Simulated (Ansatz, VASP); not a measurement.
## MgS: VASP beside Ansatz

Contents of INCAR:

```
PREC     = Accurate       # precision mode
ENCUT    = 600            # plane-wave cutoff, eV
EDIFF    = 1E-6           # SCF threshold, eV
ISMEAR   = 0              # smearing method
SIGMA    = 0.05           # smearing width, eV
LREAL    = False          # projectors in reciprocal space
LASPH    = True           # aspherical terms in the spheres
NELM     = 120            # most SCF steps
ALGO     = Normal         # electronic algorithm
ISIF     = 2              # what is computed and relaxed
LWAVE    = False          # write WAVECAR
LCHARG   = True           # write CHGCAR
GGA      = PS             # functional
LELF     = True           # ELF
LVHAR    = True         
NBANDS   = 11             # bands
GGA_COMPAT= False
```

KPOINTS

```
regular mesh
0
Gamma
  8 8 8
```

Contents of POSCAR:

```
MgS
1.0
    0.0000000000      2.6666912500      2.7317325000
    2.6666912500      0.0000000000      2.7317325000
    2.6666912500      2.6666912500      0.0000000000
Mg S
1 1
Direct
    0.0000000000      0.0000000000      0.0000000000
    0.5000000000      0.5000000000      0.5000000000
```

Input for Ansatz:

```yaml
crystal:
  lattice:
    - [0.0, 2.66669125, 2.7317325]
    - [2.66669125, 0.0, 2.7317325]
    - [2.66669125, 2.66669125, 0.0]
  atoms:
    - { symbol: Mg, position: [0.0, 0.0, 0.0] }
    - { symbol: S, position: [0.5, 0.5, 0.5] }
basis:
  ecutwfc: 420
kpoints:
  mp_grid: { grid: [8, 8, 8] }
hamiltonian:
  xc: pbesol
scf:
  occupations: { method: gaussian, width: 0.05 }
output:
  forces: true
  stress: true
  eigenvalues: true
  write_density: true
  write_potential: true
  elf: true
  volumetric_format: npy
```

Change from the starting cell: strain +0.025 along x and y, +0.050 along z, atoms carried along.

Alike in both runs: task single point; functional PBEsol; k mesh 8 × 8 × 8; occupations gaussian, width 0.05 eV; no spin polarisation.

```csv
,VASP,Ansatz
version,VASP 6.6.1,Ansatz 0.2.0
potentials or method,"VASP PAW PBE potentials, release 64 (Mg, S), cutoff 600 eV","scalar-relativistic, plane waves, PAW"
valence electrons in the cell,8,16
```

|  | VASP | Ansatz | Ansatz less VASP |
| --- | --- | --- | --- |
| gap on the k mesh at the Fermi level (eV) | 2.40 | 2.40 | +0.005 |
| least direct gap on the mesh (eV) | 2.81 | 2.82 | +0.004 |
| pressure (GPa) | -7.0 | -6.8 | +0.18 |
| traceless stress, the component that is largest in VASP (GPa) | -0.85 | -0.86 | -0.010 |

VASP's potentials were made for PBE, not for PBEsol. VASP's potentials hold 8 valence electrons a cell and Ansatz's 16, so a difference there can come from the potentials and not from the codes.
